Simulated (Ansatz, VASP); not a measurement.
**Si: VASP beside Ansatz**

INCAR

```
ALGO     = Normal         # electronic algorithm
EDIFF    = 1E-6           # SCF threshold, eV
ENCUT    = 520            # plane-wave cutoff, eV
GGA      = PE             # functional
ISIF     = 2              # what is computed and relaxed
ISMEAR   = 0              # smearing method
LASPH    = T              # aspherical terms in the spheres
LCHARG   = F              # write CHGCAR
LREAL    = F              # projectors in reciprocal space
LWAVE    = F              # write WAVECAR
NBANDS   = 16             # bands
NELM     = 100            # most SCF steps
PREC     = Accurate       # precision mode
SIGMA    = 0.02           # smearing width, eV
```

KPOINTS

```
k-points
0
Gamma
  8 8 10
```

POSCAR

```
Si
1.0
    2.8978977773     -4.7672097799      0.0034567572
    2.8978977773      4.7672097799      0.0034567572
   -1.3457711482      0.0000000000      3.5096712598
Si
4
Direct
    0.8236547583      0.4409786557      0.8175631531
    0.0561534063      0.9438465937      0.0000000000
    0.5590213443      0.1763452417      0.1824368469
    0.9102655711      0.0897344289      0.5000000000
```

Input for Ansatz:

```yaml
crystal:
  lattice:
    - [2.8978977773, -4.7672097799, 0.0034567572]
    - [2.8978977773, 4.7672097799, 0.0034567572]
    - [-1.3457711482, 0.0, 3.5096712598]
  atoms:
    - { symbol: Si, position: [0.8236547583, 0.4409786557, 0.8175631531] }
    - { symbol: Si, position: [0.0561534063, 0.9438465937, 0.0] }
    - { symbol: Si, position: [0.5590213443, 0.1763452417, 0.1824368469] }
    - { symbol: Si, position: [0.9102655711, 0.0897344289, 0.5] }
basis:
  ecutwfc: 420
kpoints:
  mp_grid: { grid: [8, 8, 10] }
  band_path:
    path:
      - [[0.0, 0.0, 0.0], [-0.5, 0.5, 0.0], [-0.5, 0.5, 0.5], [0.0, 0.0, 0.5], [0.0, 0.0, 0.0]]
      - [[-0.5, 0.0, 0.5], [0.0, 0.0, 0.0], [-0.5, 0.0, 0.0]]
    npoints: 14
hamiltonian:
  xc: pbe
scf:
  occupations: { method: gaussian, width: 0.02 }
  n_extra_bands: 10
output:
  forces: true
  stress: true
  eigenvalues: true
  populations: true
  dos: { projected: true, de: 0.02, nscf_kmesh: { grid: [10, 10, 12] } }
  bader: true
  write_density: true
  write_potential: true
  elf: true
  volumetric_format: npy
```

Alike in both runs: task single point; functional PBE; k mesh 8 × 8 × 10; occupations gaussian, width 0.02 eV; no spin polarisation.

```csv
,VASP,Ansatz
version,VASP 6.6.1,Ansatz 0.2.0
potentials or method,"VASP PAW PBE potentials, release 64 (Si), cutoff 520 eV","scalar-relativistic, plane waves, PAW"
valence electrons in the cell,16,16
```

```tsv
	VASP	Ansatz	Ansatz less VASP
gap on the k mesh at the Fermi level (eV)	0.30	0.29	-0.001
least direct gap on the mesh (eV)	0.95	0.95	-0.003
pressure (GPa)	-0.1	0.0	+0.07
rms of the force components (eV/Å)	0.003	0.001	-0.0022
```

Atom by atom the forces differ by 0.003 eV/Å (rms over components). With one functional, cell and mesh, what is left measures potentials, basis and numerics.
